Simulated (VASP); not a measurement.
InSe: single point with PBE

Crystal: InSe.

```xyz
4
Lattice="5.8791 -2.0549 0.0681 5.8791 2.0549 0.0681 -1.6833 0.0000 4.3859" Properties=species:S:1:pos:R:3 pbc="T T T"
In   -0.2936    0.0000    4.2484
In   10.3685    0.0000    0.2738
Se    3.4374    0.0000    1.5859
Se    6.6375    0.0000    2.9363
```

```
Program             : VASP 6.6.1
Task                : single point
Functional          : PBE
Potentials or basis : VASP PAW PBE potentials, release 64 (In_d, Se)
Cutoff              : 520 eV
k mesh              : 4 × 4 × 4
Occupations         : gaussian, width 0.01 eV
Spin                : no spin polarisation
```

The pressure is 2.6 GPa. The largest force is 0.258 eV/Å and the band gap on the k mesh is 1.21 eV (least direct gap 1.25 eV).

Forces in eV/Å, atoms in the order of the input:
```
In  -0.064  0.000  0.024
In   0.064  0.000 -0.024
Se   0.022  0.000  0.257
Se  -0.022  0.000 -0.257
```

Stress tensor (GPa, compression positive):
```
2.47 0.00 0.04
0.00 2.90 0.00
0.04 0.00 2.36
```

Levels at points of the mesh, in eV from the valence-band top:
| k point | band 15 | band 16 | band 17 | band 18 | band 19 | band 20 | band 21 | band 22 | band 23 | band 24 |
| --- | --- | --- | --- | --- | --- | --- | --- | --- | --- | --- |
| (0.00, 0.00, 0.00) | -3.50 | -2.28 | -2.01 | -1.44 | -1.13 | 2.92 | 3.50 | 4.09 | 5.16 | 5.59 |
| (0.50, 0.00, 0.00) | -2.24 | -1.89 | -1.49 | -1.20 | -1.06 | 1.89 | 2.67 | 3.63 | 3.79 | 4.66 |
| (0.50, 0.50, 0.00) | -2.45 | -2.24 | -0.96 | -0.59 | -0.06 | 1.41 | 2.94 | 3.13 | 4.49 | 6.03 |
| (0.00, 0.00, 0.50) | -1.90 | -1.62 | -1.39 | -0.97 | -0.04 | 1.21 | 2.50 | 3.73 | 3.81 | 6.10 |
| (0.50, 0.00, 0.50) | -3.53 | -3.02 | -2.26 | -2.13 | -1.44 | 2.44 | 3.42 | 4.31 | 4.80 | 6.87 |
| (0.50, 0.50, 0.50) | -2.24 | -1.43 | -1.26 | -0.80 | -0.25 | 2.36 | 3.28 | 3.40 | 4.47 | 5.41 |

It took 2.5 min on 1 thread of AMD EPYC 7R13 (shared host), peak memory 0.27 GiB.

Caveat: spin-orbit coupling is left out, which moves the levels of the heavy elements. A k mesh can miss the band edges.
